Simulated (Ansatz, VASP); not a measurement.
# PbS2: VASP beside Ansatz

File INCAR:

```
ALGO = Normal
EDIFF = 1E-6
ENCUT = 520
GGA = PE
ISIF = 2
ISMEAR = -1
LASPH = True
LCHARG = False
LREAL = False
LWAVE = False
NBANDS = 35
NELM = 80
PREC = Accurate
SIGMA = 0.02
```

File KPOINTS:

```
k-points
0
Gamma
  4 4 6
```

File POSCAR:

```
PbS2
1.0
    6.4097184760      0.0000000000      0.0000000000
    0.0000000000      6.4097184760      0.0000000000
    0.0000000000      0.0000000000      4.0338237994
Pb S
2 4
Direct
    0.0000000000      0.0000000000      0.0000000000
    0.5000000000      0.5000000000      0.5000000000
    0.3057980111      0.3057980111      0.0000000000
    0.1942019889      0.8057980111      0.5000000000
    0.8057980111      0.1942019889      0.5000000000
    0.6942019889      0.6942019889      0.0000000000
```

Input for Ansatz:

```yaml
crystal:
  lattice:
    - [6.409718476, 0.0, 0.0]
    - [0.0, 6.409718476, 0.0]
    - [0.0, 0.0, 4.0338237994]
  atoms:
    - { symbol: Pb, position: [0.0, 0.0, 0.0] }
    - { symbol: Pb, position: [0.5, 0.5, 0.5] }
    - { symbol: S, position: [0.3057980111, 0.3057980111, 0.0] }
    - { symbol: S, position: [0.1942019889, 0.8057980111, 0.5] }
    - { symbol: S, position: [0.8057980111, 0.1942019889, 0.5] }
    - { symbol: S, position: [0.6942019889, 0.6942019889, 0.0] }
kpoints:
  mp_grid: { grid: [4, 4, 6] }
hamiltonian:
  xc: pbe
scf:
  occupations: { method: fermi_dirac, width: 0.02 }
  n_extra_bands: 5
output:
  forces: true
  stress: true
  eigenvalues: true
```

Alike in both runs: task single point; functional PBE; k mesh 4 × 4 × 6; occupations fermi-dirac, width 0.02 eV; no spin polarisation.

|  | VASP | Ansatz |
| --- | --- | --- |
| version | VASP 6.6.1 | Ansatz 0.2.0 |
| potentials or method | VASP PAW PBE potentials, release 64 (Pb_d, S) | plane waves, PAW |
| plane-wave cutoff (eV) | 520 | 420 |
| valence electrons in the cell | 52 | 52 |

|  | VASP | Ansatz | Ansatz less VASP |
| --- | --- | --- | --- |
| pressure (GPa) | -0.1 | 0.0 | +0.07 |
| rms of the force components (eV/Å) | 0.003 | 0.001 | -0.0019 |

Atom by atom the forces differ by 0.002 eV/Å (rms over components).

Neither program's run includes spin-orbit coupling.
